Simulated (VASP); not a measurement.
A run of VASP 6.6.1:

File INCAR:

```
SYSTEM = Sb
ALGO = Normal ; EDIFF = 1E-6
ENCUT = 520 ; GGA = PS
ISIF = 2 ; ISMEAR = 0
LASPH = .True. ; LCHARG = .False.
LREAL = .False. ; LWAVE = .False.
NBANDS = 12 ; NELM = 100
PREC = Accurate ; SIGMA = 0.15
```

Contents of KPOINTS:

```
k-points
0
Gamma
  12 12 12
  0 0 0
```

File POSCAR:

```
Sb
1.0
    2.1828593370      1.2602744258      3.6316800000
   -2.1828593370      1.2602744258      3.6316800000
    0.0000000000     -2.5205488516      3.6316800000
Sb
2
Direct
    0.2336400000      0.2336400000      0.2336400000
    0.7663600000      0.7663600000      0.7663600000
```

Potentials or basis: VASP PAW PBE potentials, release 64 (Sb).

Launch:

```console
$ cat potpaw_PBE.64/Sb/POTCAR > POTCAR
$ mpirun -np 1 vasp_std > vasp.out
```

Hardware: 1 thread of Intel Xeon 8259CL (shared host).

Q: How long does it take, and how much memory?

A: Run time: 2.6 min on 1 thread of Intel Xeon 8259CL (shared host), peak memory 0.28 GiB. Counts: scf iterations 10, k points 189.
